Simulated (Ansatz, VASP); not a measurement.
# Two plane-wave programs on CdO

```xyz
2
Lattice="0.0000 2.3436 2.3436 2.3436 0.0000 2.3436 2.3436 2.3436 0.0000" Properties=species:S:1:pos:R:3 pbc="T T T"
Cd    0.0000    0.0000    0.0000
O     2.3436    2.3436    2.3436
```

Alike in both runs: task single point; functional r2SCAN; k mesh 7 × 7 × 7; no spin polarisation.

|  | VASP | Ansatz |
| --- | --- | --- |
| version | VASP 6.6.1 | Ansatz 0.2.0 |
| potentials or method | VASP PAW PBE potentials, release 64 (Cd, O), cutoff 660 eV | PAW plane waves |
| occupations | tetrahedron | tetrahedron-uncorrected |
| valence electrons in the cell | 18 | 26 |

|  | VASP | Ansatz | Ansatz less VASP |
| --- | --- | --- | --- |
| gap on the k mesh at the Fermi level (eV) | 0.15 | 0.19 | +0.033 |
| pressure (GPa) | 3.4 | 1.8 | -1.63 |

VASP's potentials were made for PBE, not for r2SCAN. VASP's potentials hold 18 valence electrons a cell and Ansatz's 26, so a difference there can come from the potentials and not from the codes. Ansatz's warnings: band table not solved further.
